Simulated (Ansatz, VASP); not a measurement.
# One calculation of MgO, two programs

```
Mg O
1.0
     2.91830    0.00000    0.00000
    -1.45915    2.52732    0.00000
     0.00000    0.00000    2.66170
Mg O
1 1
Direct
  0.00000 0.00000 0.00000
  0.33333 0.66667 0.50000
```

Alike in both runs: task single point; functional HSE06; k mesh 6 × 6 × 6; occupations fermi-dirac, width 0.05 eV; no spin polarisation.

|  | VASP | Ansatz |
| --- | --- | --- |
| version | VASP 6.6.1 | Ansatz 0.2.0 |
| potentials or method | VASP PAW PBE potentials, release 64 (Mg, O) | Ansatz PAW |
| plane-wave cutoff (eV) | 520 | 420 |
| valence electrons in the cell | 8 | 16 |

Ansatz gave:

- gap on the k mesh at the Fermi level (eV): 4.77
- least direct gap on the mesh (eV): 5.20
- pressure (GPa): -2.9
- traceless stress, the component that is largest in VASP (GPa): -0.45

Problem. Which values does VASP return?

Solution. gap on the k mesh at the Fermi level (eV): 4.72; least direct gap on the mesh (eV): 5.16; pressure (GPa): -3.2; traceless stress, the component that is largest in VASP (GPa): -0.49.

With one functional, cell and mesh, what is left measures potentials, basis and numerics. VASP's potentials hold 8 valence electrons a cell and Ansatz's 16, so a difference there can come from the potentials and not from the codes.
